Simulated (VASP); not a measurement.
# Al (Im-3m) in VASP: further runs

The runs below take Al through single point, relaxation of cell and atoms, with PBE.

Everything below comes from runs of VASP 6.6.1. Logs are shortened: lines on timing, memory, paths and dates and some standing lists are left out, and cuts for length are marked.

## 1. The cell of the first run

It takes space group Im-3m (No. 229, cubic). The conventional cell has a = 3.235 Å, b = 3.235 Å, c = 3.235 Å, α = 90.00°, β = 90.00°, γ = 90.00°. Within 3.7 Å of Al (site symmetry m-3m) lie 14 Al at 2.80 to 3.23 Å.

This isn't the form of Al at room conditions, which is fcc.

## 2. Single point, PBE

Input file INCAR:

```
  PREC = Accurate
  ENCUT = 520
  EDIFF = 1E-6
  ISMEAR = 0
  SIGMA = 0.15
  LREAL = F
  LASPH = T
  NELM = 100
  ALGO = Fast
  ISIF = 2
  LWAVE = F
  LCHARG = F
  GGA = PE
  NBANDS = 22
```

Input file KPOINTS:

```
regular mesh
0
Gamma
  10 10 10
```

Input file POSCAR:

```
Al
1.0
    3.2349246271     -3.2349246271     -3.2349246271
   -3.2349246271      3.2349246271     -3.2349246271
    3.2349246271      3.2349246271      3.2349246271
Al
8
Direct
    0.5000000000      0.5000000000      0.0000000000
    0.5000000000      0.0000000000      0.0000000000
    0.0000000000      0.5000000000      0.0000000000
    0.0000000000      0.0000000000      0.0000000000
    0.5000000000      0.5000000000      0.5000000000
    0.5000000000      0.0000000000      0.5000000000
    0.0000000000      0.5000000000      0.5000000000
    0.0000000000      0.0000000000      0.5000000000
```

Potentials or basis: VASP PAW PBE potentials, release 64 (Al).

On the command line:

```sh
$ cat potpaw_PBE.64/Al/POTCAR > POTCAR
$ mpirun -np 1 vasp_std > vasp.out
```

OUTCAR:

```text
PREC = Accurate
   ENCUT = 520
   EDIFF = 1E-6
   ISMEAR = 0
   LREAL = F
   LASPH = T
   NELM = 100
   ISIF = 2
   GGA = PE

 ion  position               nearest neighbor table
   1  0.500  0.500  0.000-   2 2.80   3 2.80   5 2.80   8 2.80   5 2.80   2 2.80   3 2.80   8 2.80
                             7 3.23   6 3.23   4 3.23   7 3.23   4 3.23   6 3.23
   2  0.500  0.000  0.000-   1 2.80   4 2.80   6 2.80   7 2.80   6 2.80   1 2.80   4 2.80   7 2.80
                             5 3.23   5 3.23   8 3.23   8 3.23   3 3.23   3 3.23
   3  0.000  0.500  0.000-   1 2.80   4 2.80   6 2.80   7 2.80   7 2.80   4 2.80   1 2.80   6 2.80
                             5 3.23   8 3.23   8 3.23   5 3.23   2 3.23   2 3.23
   4  0.000  0.000  0.000-   2 2.80   3 2.80   5 2.80   8 2.80   8 2.80   3 2.80   2 2.80   5 2.80
                             7 3.23   7 3.23   1 3.23   6 3.23   1 3.23   6 3.23
   5  0.500  0.500  0.500-   1 2.80   4 2.80   6 2.80   7 2.80   1 2.80   6 2.80   7 2.80   4 2.80
                             2 3.23   2 3.23   8 3.23   3 3.23   8 3.23   3 3.23
   6  0.500  0.000  0.500-   2 2.80   3 2.80   5 2.80   8 2.80   2 2.80   5 2.80   8 2.80   3 2.80
                             7 3.23   1 3.23   4 3.23   4 3.23   7 3.23   1 3.23
   7  0.000  0.500  0.500-   2 2.80   3 2.80   5 2.80   8 2.80   3 2.80   8 2.80   5 2.80   2 2.80
                             6 3.23   4 3.23   4 3.23   1 3.23   6 3.23   1 3.23
   8  0.000  0.000  0.500-   1 2.80   4 2.80   6 2.80   7 2.80   4 2.80   7 2.80   6 2.80   1 2.80
                             3 3.23   3 3.23   2 3.23   2 3.23   5 3.23   5 3.23
[... 6 lines left out ...]
 A1 = (   3.2349246271,  -3.2349246271,  -3.2349246271)
 A2 = (  -3.2349246271,   3.2349246271,  -3.2349246271)
 A3 = (   3.2349246271,   3.2349246271,   3.2349246271)

Analysis of symmetry for initial positions (statically):
=====================================================================
 Subroutine PRICEL returns following result:

  LATTYP: Found a body centered cubic cell.
 ALAT       =     3.2349246271

  Lattice vectors:

 A1 = (   1.6174623136,  -1.6174623136,  -1.6174623136)
 A2 = (  -1.6174623136,   1.6174623136,  -1.6174623136)
 A3 = (   1.6174623136,   1.6174623136,   1.6174623136)

   8 primitive cells build up your supercell.

 Routine SETGRP: Setting up the symmetry group for a
 body centered cubic supercell.

 Subroutine GETGRP returns: Found 48 space group operations
 (whereof 48 operations were pure point group operations)
 out of a pool of 48 trial point group operations.

The static configuration has the point symmetry O_h .

Analysis of symmetry for dynamics (positions and initial velocities):
=====================================================================
 Subroutine PRICEL returns following result:

  LATTYP: Found a body centered cubic cell.
 ALAT       =     3.2349246271
[... 127 lines left out ...]
   EMIN   =  10.00;   EMAX   =-10.00  energy-range for DOS
   EFERMI =   0.00;   METHOD = LEGACY
   ISMEAR =     0;   SIGMA  =   0.15  broadening in eV -4-tet -1-fermi 0-gaus
   EFERMI_NEDOS =   21; number of points for ismear=-14 and -15
   IALGO  =     68    algorithm
   IMIX   =      4    mixing-type and parameters
     AMIX     =   0.40;   BMIX     =  1.00
     AMIX_MAG =   1.60;   BMIX_MAG =  1.00
  volume/ion in A,a.u.               =      16.93       114.22
  Fermi-wavevector in a.u.,A,eV,Ry     =   0.919590  1.737774 11.505718  0.845646
  Thomas-Fermi vector in A             =   2.044801
   LORBIT       =      0    0 simple, 1 ext, 2 COOP (PROOUT), +10 PAW based schemes
   GGA     = PE    functional components
   LHFCALC =     F    Hartree Fock is set to
   AEXX    =    0.0000 exact exchange contribution
   IVDW    =     0    specifies the selected vdW correction
   LEPSILON=     F    determine dielectric tensor
   LRPA    =     F    only Hartree local field effects (RPA)
 non-spin polarized calculation
 RMM-DIIS sequential band-by-band and
 Gauss-broadening in eV      SIGMA  =   0.15
  energy-cutoff  :      520.00
  volume of cell :      135.41
 maximum number of plane-waves:      3670
 NGX is ok and might be reduce to    42
   NGX = 21   NGY = 21   NGZ = 21

 number of electron      24.0000000 magnetization

 Free energy of the ion-electron system (eV)
  ---------------------------------------------------
  ext. energy  EPLUGINS =         0.00000000
  ---------------------------------------------------
  free energy    TOTEN  =       -29.21609390 eV

  energy without entropy =      -29.17693178  energy(sigma->0) =      -29.19651284

 E-fermi :   7.7427     XC(G=0): -10.1090

 val. band max:        7.7157996680   @ k =  -0.4000   0.4000   0.2000
 cond. band min:       7.7492104212   @ k =  -0.1000   0.1000   0.1000
 fundamental gap:      0.0334107532
 Fermi energy:         7.7426795086

 k-point     1 :       0.0000    0.0000    0.0000
  band No.  band energies     occupation
      1      -3.2178      2.00000
      2       3.5142      2.00000
      3       3.5142      2.00000
      4       3.5142      2.00000
      5       3.5142      2.00000
      6       3.5142      2.00000
[... 589 lines left out ...]
     21      12.2456      0.00000
     22      12.6827      0.00000

 [... further k-points ...]

------------------------ aborting loop because EDIFF is reached ----------------------------------------

  FORCE on cell =-STRESS in cart. coord.  units (eV):
  Direction    XX          YY          ZZ          XY          YZ          ZX
  --------------------------------------------------------------------------------------
  -------------------------------------------------------------------------------------
  Total        0.0103612      0.0103612      0.0103612     -0.0000000     -0.0000000      0.0000000
  in kB        0.1225941      0.1225941      0.1225941     -0.0000000     -0.0000000      0.0000000
  external PRESSURE =       0.1225941 kB  Pullay stress =       0.0000000 kB

 VOLUME and BASIS-vectors are now :
 -----------------------------------------------------------------------------
  energy-cutoff  :      520.00
  volume of cell :      135.41
      direct lattice vectors                 reciprocal lattice vectors
     3.234924627 -3.234924627 -3.234924627     0.154563107  0.000000000 -0.154563107
    -3.234924627  3.234924627 -3.234924627     0.000000000  0.154563107 -0.154563107
     3.234924627  3.234924627  3.234924627     0.154563107  0.154563107  0.000000000

 POSITION                                       TOTAL-FORCE (eV/Angst)
 -----------------------------------------------------------------------------------
      0.00000      0.00000     -3.23492        -0.000000      0.000000     -0.000000
      1.61746     -1.61746     -1.61746         0.000000     -0.000000     -0.000000
     -1.61746      1.61746     -1.61746        -0.000000     -0.000000     -0.000000
      0.00000      0.00000      0.00000         0.000000     -0.000000      0.000000
      1.61746      1.61746     -1.61746        -0.000000      0.000000     -0.000000
      3.23492      0.00000      0.00000         0.000000      0.000000     -0.000000
      0.00000      3.23492      0.00000        -0.000000      0.000000      0.000000
      1.61746      1.61746      1.61746         0.000000      0.000000      0.000000
 -----------------------------------------------------------------------------------
    total drift:                                0.000000      0.000000      0.000000

  FREE ENERGIE OF THE ION-ELECTRON SYSTEM (eV)
  ---------------------------------------------------
  free  energy   TOTEN  =       -29.2160939023 eV

  energy  without entropy=      -29.1769317779  energy(sigma->0) =      -29.19651284
```

Wall time 2.1 min (1 thread of Intel Xeon 8259CL, shared host); peak memory 0.29 GiB.

Results:

```
Free energy            : -29.2161 eV
Pressure               : 0.0 GPa
Band gap on the k mesh : zero (bands 12 and 13 overlap by 5.06 eV)
```

Levels at points of the mesh, in eV from the Fermi level:
```csv
k point,band 8,band 9,band 10,band 11,band 12,band 13,band 14,band 15,band 16,band 17
"(0.00, 0.00, 0.00)",-3.84,-3.84,-3.84,-3.84,-3.84,-3.84,1.82,1.82,1.82,3.02
"(0.50, 0.00, 0.00)",-2.58,-2.13,-2.13,0.71,0.71,0.71,0.71,1.28,1.28,1.28
"(0.50, 0.50, 0.50)",-0.94,-0.94,-0.94,-0.94,-0.94,0.25,0.25,4.93,4.93,4.93
```

[end of part 1 of 2]
